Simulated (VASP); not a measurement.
# HfN (P6_3/mmc) in VASP: notebook

HfN is run at these levels: r2SCAN; tasks: single point.

Everything below comes from runs of VASP 6.6.1. Logs are shortened: lines on timing, memory, paths and dates and some standing lists are left out, and cuts for length are marked.

## Step 1: The cell of the first run

Symmetry: P6_3/mmc, No. 194, hexagonal system. Conventional cell: a = 3.134 Å, b = 3.134 Å, c = 5.417 Å, α = 90.00°, β = 90.00°, γ = 120.00°. Hf (site symmetry -6m2) has 6 N at 2.26 Å within 3.0 Å. N (site symmetry -3m) has 6 Hf at 2.26 Å and 2 N at 2.71 Å within 3.0 Å.

## Step 2: Single point, r2SCAN

POSCAR reads:

```
HfN
1.0
    3.1339100000      0.0000000000      0.0000000000
   -1.5669500000      2.7140400000      0.0000000000
    0.0000000000      0.0000000000      5.4167700000
Hf N
2 2
Direct
    0.6666666667      0.3333333333      0.7500000000
    0.3333333333      0.6666666667      0.2500000000
    0.0000000000      0.0000000000      0.0000000000
    0.0000000000      0.0000000000      0.5000000000
```

INCAR.step1 reads:

```
SYSTEM = HfN
PREC = Accurate
ENCUT = 520
ISMEAR = -1
SIGMA = 0.1
LREAL = .False.
LASPH = .True.
NELM = 100
NBANDS = 23
GGA = PE
ALGO = Normal
EDIFF = 1E-4
LWAVE = .True.
LCHARG = .False.
```

INCAR.step2 reads:

```
SYSTEM = HfN
PREC = Accurate
ENCUT = 520
EDIFF = 1E-7
ISMEAR = -1
SIGMA = 0.1
LREAL = .False.
LASPH = .True.
NELM = 100
ALGO = Normal
ISIF = 2
LWAVE = .False.
LCHARG = .True.
METAGGA = R2SCAN
LMIXTAU = .True.
LELF = .True.
LVHAR = .True.
NBANDS = 23
ISTART = 1
```

KPOINTS reads:

```
regular mesh
0
Gamma
  3 3 2
  0 0 0
```

Potentials or basis: VASP PAW PBE potentials, release 64 (Hf_pv, N).

Launch:

```
$ cat potpaw_PBE.64/Hf_pv/POTCAR potpaw_PBE.64/N/POTCAR > POTCAR
$ cp INCAR.step1 INCAR
$ mpirun -np 1 vasp_std > vasp.out
$ cp INCAR.step2 INCAR
$ mpirun -np 1 vasp_std > vasp.out
```

OUTCAR:

```text
SYSTEM = HfN
   PREC = Accurate
   ENCUT = 520
   EDIFF = 1E-7
   ISMEAR = -1
   LREAL = .False.
   LASPH = .True.
   NELM = 100
   ISIF = 2
   METAGGA = R2SCAN
   ISTART = 1

 ion  position               nearest neighbor table
   1  0.667  0.333  0.750-   3 2.26   4 2.26   3 2.26   4 2.26   3 2.26   4 2.26   2 3.26   2 3.26
                             2 3.26   2 3.26   2 3.26   2 3.26
   2  0.333  0.667  0.250-   3 2.26   4 2.26   3 2.26   4 2.26   3 2.26   4 2.26   1 3.26   1 3.26
                             1 3.26   1 3.26   1 3.26   1 3.26
   3  0.000  0.000  0.000-   2 2.26   1 2.26   2 2.26   1 2.26   1 2.26   2 2.26
   4  0.000  0.000  0.500-   2 2.26   1 2.26   2 2.26   1 2.26   1 2.26   2 2.26

  LATTYP: Found a hexagonal cell.
 ALAT       =     3.1339100000
 C/A-ratio  =     1.7284382768

  Lattice vectors:

 A1 = (   3.1339100000,   0.0000000000,   0.0000000000)
 A2 = (  -1.5669500000,   2.7140400000,   0.0000000000)
 A3 = (   0.0000000000,   0.0000000000,   5.4167700000)

Analysis of symmetry for initial positions (statically):
=====================================================================
 Subroutine PRICEL returns:
 Original cell was already a primitive cell.

 Routine SETGRP: Setting up the symmetry group for a
 hexagonal supercell.

 Subroutine GETGRP returns: Found 24 space group operations
 (whereof 12 operations were pure point group operations)
 out of a pool of 24 trial point group operations.

The static configuration has the point symmetry D_3d.
 The point group associated with its full space group is D_6h.

Analysis of symmetry for dynamics (positions and initial velocities):
=====================================================================
 Subroutine PRICEL returns:
 Original cell was already a primitive cell.

 Routine SETGRP: Setting up the symmetry group for a
 hexagonal supercell.

 Subroutine GETGRP returns: Found 24 space group operations
 (whereof 12 operations were pure point group operations)
 out of a pool of 24 trial point group operations.

The dynamic configuration has the point symmetry D_3d.
 The point group associated with its full space group is D_6h.

 Subroutine INISYM returns: Found 24 space group operations
 (whereof 12 operations are pure point group operations),
 and found     1 'primitive' translations

----------------------------------------------------------------------------------------

                                     Primitive cell

  volume of cell :      46.0726

  direct lattice vectors                    reciprocal lattice vectors
     3.133910000  0.000000000  0.000000000     0.319090210  0.184226616  0.000000000
    -1.566950000  2.714040000  0.000000000     0.000000000  0.368454407  0.000000000
     0.000000000  0.000000000  5.416770000     0.000000000  0.000000000  0.184611863

  length of vectors
     3.133910000  3.133902587  5.416770000     0.368453536  0.368454407  0.184611863

  position of ions in fractional coordinates (direct lattice)
     0.666666667  0.333333333  0.750000000
     0.333333333  0.666666667  0.250000000
     0.000000000  0.000000000  0.000000000
     0.000000000  0.000000000  0.500000000

  ion indices of the primitive-cell ions
   primitive index   ion index
                 1           1
                 2           2
                 3           3
                 4           4

----------------------------------------------------------------------------------------

 KPOINTS: regular mesh

Automatic generation of k-mesh.
 Grid dimensions read from file:
 generate k-points for:    3    3    2

 Generating k-lattice:

  Cartesian coordinates                     Fractional coordinates (reciprocal lattice)
     0.106363403  0.061408872  0.000000000     0.333333333  0.000000000  0.000000000
     0.000000000  0.122818136  0.000000000     0.000000000  0.333333333  0.000000000
     0.000000000  0.000000000  0.092305931     0.000000000  0.000000000  0.500000000

  Length of vectors
     0.122817845  0.122818136  0.092305931

  Shift w.r.t. Gamma in fractional coordinates (k-lattice)
     0.000000000  0.000000000  0.000000000

 Subroutine IBZKPT returns following result:
 ===========================================

 Found      6 irreducible k-points:

 Following reciprocal coordinates:
            Coordinates               Weight
  0.000000  0.000000  0.000000      1.000000
  0.333333  0.000000  0.000000      6.000000
  0.333333  0.333333  0.000000      2.000000
  0.000000  0.000000  0.500000      1.000000
  0.333333  0.000000  0.500000      6.000000
  0.333333  0.333333  0.500000      2.000000
   k-points           NKPTS =      6   k-points in BZ     NKDIM =      6   number of bands    NBANDS=     23
   number of dos      NEDOS =    301   number of ions     NIONS =      4
   total plane-waves  NPLWV =  23040
   dimension x,y,z NGX =    24 NGY =   24 NGZ =   40
   dimension x,y,z NGXF=    48 NGYF=   48 NGZF=   80
   ions per type =               2   2
   NGX,Y,Z   is equivalent  to a cutoff of  12.73, 12.73, 12.28 a.u.
   NGXF,Y,Z  is equivalent  to a cutoff of  25.46, 25.46, 24.55 a.u.
 SYSTEM =  HfN
   PREC   = accura    normal or accurate (medium, high low for compatibility)
   ISTART =      1    job   : 0-new  1-cont  2-samecut
   ICHARG =      0    charge: 1-file 2-atom 10-const
   ISPIN  =      1    spin polarized calculation?
   LNONCOLLINEAR =      F non collinear calculations
   LSORBIT =      F    spin-orbit coupling
   LASPH  =      T    aspherical Exc in radial PAW
   ENCUT  =  520.0 eV  38.22 Ry    6.18 a.u.   5.83  5.83 10.07*2*pi/ulx,y,z
   NELM   =    100;   NELMIN=  2; NELMDL=  0     # of ELM steps
   EDIFF  = 0.1E-06   stopping-criterion for ELM
   LREAL  =      F    real-space projection
   EDIFFG = 0.1E-05   stopping-criterion for IOM
   NSW    =      0    number of steps for IOM
   IBRION =     -1    ionic relax: 0-MD 1-quasi-New 2-CG
   NFREE  =      0    steps in history (QN), initial steepest desc. (CG)
   ISIF   =      2    stress and relaxation
   ISYM   =      2    0-nonsym 1-usesym 2-fastsym
   POTIM  = 0.5000    time-step for ionic-motion
   TEBEG  =    0.0;   TEEND  =   0.0 temperature during run
   PSTRESS=    0.0 pullay stress
   NELECT =      30.0000    total number of electrons
   NUPDOWN=      -1.0000    fix difference up-down
   EMIN   =  10.00;   EMAX   =-10.00  energy-range for DOS
   EFERMI =   0.00;   METHOD = LEGACY
   ISMEAR =    -1;   SIGMA  =   0.10  broadening in eV -4-tet -1-fermi 0-gaus
   EFERMI_NEDOS =   21; number of points for ismear=-14 and -15
   IALGO  =     38    algorithm
   IMIX   =      4    mixing-type and parameters
     AMIX     =   0.40;   BMIX     =  1.00
     AMIX_MAG =   1.60;   BMIX_MAG =  1.00
  volume/ion in A,a.u.               =      11.52        77.73
  Fermi-wavevector in a.u.,A,eV,Ry     =   1.418951  2.681429 27.394285  2.013423
  Thomas-Fermi vector in A             =   2.540023
   LORBIT       =      0    0 simple, 1 ext, 2 COOP (PROOUT), +10 PAW based schemes
   METAGGA = R2SCAN    functional components
   LHFCALC =     F    Hartree Fock is set to
   AEXX    =    0.0000 exact exchange contribution
   IVDW    =     0    specifies the selected vdW correction
   LEPSILON=     F    determine dielectric tensor
   LRPA    =     F    only Hartree local field effects (RPA)
 non-spin polarized calculation
  energy-cutoff  :      520.00
  volume of cell :       46.07
 maximum number of plane-waves:      1275
 NGX is ok and might be reduce to    24
   NGX = 11   NGY = 11   NGZ = 21

 number of electron      30.0000005 magnetization

 Free energy of the ion-electron system (eV)
  ---------------------------------------------------
  ext. energy  EPLUGINS =         0.00000000
  ---------------------------------------------------
  free energy    TOTEN  =      -116.11206168 eV

  energy without entropy =     -116.06132214  energy(sigma->0) =     -116.08669191

 E-fermi :   7.7158     XC(G=0): -13.6072

 val. band max:        7.4931994243   @ k =   0.0000   0.0000   0.0000
 cond. band min:       8.0392120178   @ k =   0.3333   0.3333   0.0000
 fundamental gap:      0.5460125935
 Fermi energy:         7.7157956306

 k-point     1 :       0.0000    0.0000    0.0000
  band No.  band energies     occupation
      1     -25.0157      2.00000
      2     -24.1490      2.00000
      3     -24.1182      2.00000
      4     -24.1181      2.00000
      5     -24.0618      2.00000
      6     -24.0618      2.00000
[... 15 lines left out ...]
     22      13.8502      0.00000
     23      13.8502      0.00000

 k-point     2 :       0.3333    0.0000    0.0000
  band No.  band energies     occupation
      1     -24.8005      2.00000
      2     -24.6862      2.00000
      3     -24.6336      2.00000
      4     -24.2998      2.00000
      5     -24.2058      2.00000
      6     -24.1478      2.00000
[... 15 lines left out ...]
     22      13.8316      0.00000
     23      14.4381      0.00000

 k-point     3 :       0.3333    0.3333    0.0000
  band No.  band energies     occupation
      1     -24.8661      2.00000
      2     -24.6088      2.00000
      3     -24.6088      2.00000
      4     -24.5492      2.00000
      5     -24.3750      2.00000
      6     -24.3750      2.00000
[... 15 lines left out ...]
     22      14.4097      0.00000
     23      16.1047      0.00000

 k-point     4 :       0.0000    0.0000    0.5000
  band No.  band energies     occupation
      1     -24.6022      2.00000
      2     -24.6022      2.00000
      3     -24.0899      2.00000
      4     -24.0899      2.00000
      5     -24.0899      2.00000
      6     -24.0899      2.00000
[... 15 lines left out ...]
     22      11.1690      0.00000
     23      12.5875      0.00000

 k-point     5 :       0.3333    0.0000    0.5000
  band No.  band energies     occupation
      1     -24.8156      2.00000
      2     -24.8156      2.00000
      3     -24.3464      2.00000
      4     -24.3464      2.00000
      5     -24.2244      2.00000
      6     -24.2244      2.00000
[... 15 lines left out ...]
     22      13.5817      0.00000
     23      15.2479      0.00000

 k-point     6 :       0.3333    0.3333    0.5000
  band No.  band energies     occupation
      1     -24.7276      2.00000
      2     -24.7276      2.00000
      3     -24.7108      2.00000
      4     -24.7108      2.00000
      5     -24.2485      2.00000
      6     -24.2485      2.00000
[... 15 lines left out ...]
     22      14.3258      0.00000
     23      14.8520      0.00000

------------------------ aborting loop because EDIFF is reached ----------------------------------------

  FORCE on cell =-STRESS in cart. coord.  units (eV):
  Direction    XX          YY          ZZ          XY          YZ          ZX
  --------------------------------------------------------------------------------------
  -------------------------------------------------------------------------------------
  Total       -1.0166427     -1.0166384      3.6769451     -0.0000019      0.0000000      0.0000000
  in kB      -35.3537729    -35.3536251    127.8658500     -0.0000651      0.0000000      0.0000000
  external PRESSURE =      19.0528173 kB  Pullay stress =       0.0000000 kB

 VOLUME and BASIS-vectors are now :
 -----------------------------------------------------------------------------
  energy-cutoff  :      520.00
  volume of cell :       46.07
      direct lattice vectors                 reciprocal lattice vectors
     3.133910000  0.000000000  0.000000000     0.319090210  0.184226616  0.000000000
    -1.566950000  2.714040000  0.000000000     0.000000000  0.368454407  0.000000000
     0.000000000  0.000000000  5.416770000     0.000000000  0.000000000  0.184611863

 POSITION                                       TOTAL-FORCE (eV/Angst)
 -----------------------------------------------------------------------------------
      1.56696      0.90468      4.06258         0.000000     -0.000000      0.000000
      0.00000      1.80936      1.35419        -0.000000      0.000000      0.000000
      0.00000      0.00000      0.00000        -0.000000     -0.000000      0.000000
      0.00000      0.00000      2.70838        -0.000000     -0.000000      0.000000
 -----------------------------------------------------------------------------------
    total drift:                               -0.000000      0.000000     -0.000000

  FREE ENERGIE OF THE ION-ELECTRON SYSTEM (eV)
  ---------------------------------------------------
  free  energy   TOTEN  =      -116.1120616757 eV

  energy  without entropy=     -116.0613221352  energy(sigma->0) =     -116.08669191
```

It took 28 s on 1 thread of Intel Xeon Platinum 8488C (Sapphire Rapids), shared host; peak memory 0.16 GiB.

Results:

```
Free energy            : -116.1121 eV
Pressure               : 1.9 GPa
Band gap on the k mesh : zero (band 15 reaches 9.95 eV, above the bottom of band 16 at 7.48 eV)
```

Caveat: the k points lie up to 0.77 Å⁻¹ apart; the PAW data sets were made with another functional, which shifts forces and pressure a little; spin-orbit coupling is left out, which moves the levels of the heavy elements.

## Step 3: Single point, r2SCAN

POSCAR is that of step 2.

INCAR.step1 reads:

```
SYSTEM = HfN
PREC     = Accurate       ! precision mode
ENCUT    = 520            ! plane-wave cutoff, eV
ISMEAR   = -1             ! smearing method
SIGMA    = 0.1            ! smearing width, eV
LREAL    = .False.        ! projectors in reciprocal space
LASPH    = .True.         ! aspherical terms in the spheres
NELM     = 80             ! most SCF steps
NBANDS   = 23             ! bands
GGA      = PE             ! functional
ALGO     = Normal         ! electronic algorithm
EDIFF    = 1E-4           ! SCF threshold, eV
LWAVE    = .True.         ! write WAVECAR
LCHARG   = .False.        ! write CHGCAR
```

INCAR.step2 reads:

```
SYSTEM = HfN
PREC     = Accurate       ! precision mode
ENCUT    = 520            ! plane-wave cutoff, eV
EDIFF    = 1E-7           ! SCF threshold, eV
ISMEAR   = -1             ! smearing method
SIGMA    = 0.1            ! smearing width, eV
LREAL    = .False.        ! projectors in reciprocal space
LASPH    = .True.         ! aspherical terms in the spheres
NELM     = 80             ! most SCF steps
ALGO     = Normal         ! electronic algorithm
ISIF     = 2              ! what is computed and relaxed
LWAVE    = .False.        ! write WAVECAR
LCHARG   = .True.         ! write CHGCAR
METAGGA  = R2SCAN         ! meta-GGA
LMIXTAU  = .True.       
LELF     = .True.         ! ELF
LVHAR    = .True.       
NBANDS   = 23             ! bands
ISTART   = 1
```

KPOINTS reads:

```
Automatic mesh
0
Gamma
  4 4 2
  0 0 0
```

Potentials or basis: VASP PAW PBE potentials, release 64 (Hf_pv, N).

Launch:

```
$ cat potpaw_PBE.64/Hf_pv/POTCAR potpaw_PBE.64/N/POTCAR > POTCAR
$ cp INCAR.step1 INCAR
$ mpirun -np 1 vasp_std > vasp.out
$ cp INCAR.step2 INCAR
$ mpirun -np 1 vasp_std > vasp.out
```

Wall time 33 s (1 thread of Intel Xeon Platinum 8488C (Sapphire Rapids), shared host); peak memory 0.16 GiB.

It converged, with:

```yaml
Free_energy: -116.1469 eV
Pressure: 1.4 GPa
Band_gap_on_the_k_mesh: zero (band 15 reaches 9.95 eV, above the bottom of band 16 at 7.63 eV)
```

Stress tensor (GPa, compression positive):
```
-0.89  0.00  0.00
 0.00 -0.89  0.00
 0.00  0.00  5.90
```

Levels at points of the mesh, in eV from the Fermi level:
```csv
k point,band 11,band 12,band 13,band 14,band 15,band 16,band 17,band 18,band 19,band 20
"(0.00, 0.00, 0.00)",-4.84,-3.69,-3.69,-1.79,-0.26,1.06,1.06,1.40,2.25,2.25
"(0.50, 0.00, 0.00)",-5.94,-5.59,-3.38,-2.69,-2.51,2.67,3.14,4.87,5.01,5.93
"(0.00, 0.00, 0.50)",-4.48,-4.48,-4.48,-4.48,2.18,2.18,3.27,3.27,3.27,3.27
"(0.50, 0.00, 0.50)",-5.55,-5.55,-4.59,-4.59,-0.14,-0.14,5.15,5.15,5.19,5.19
```

Caveat: the k points lie up to 0.58 Å⁻¹ apart; the PAW data sets were made with another functional, which shifts forces and pressure a little; spin-orbit coupling is left out, which moves the levels of the heavy elements.
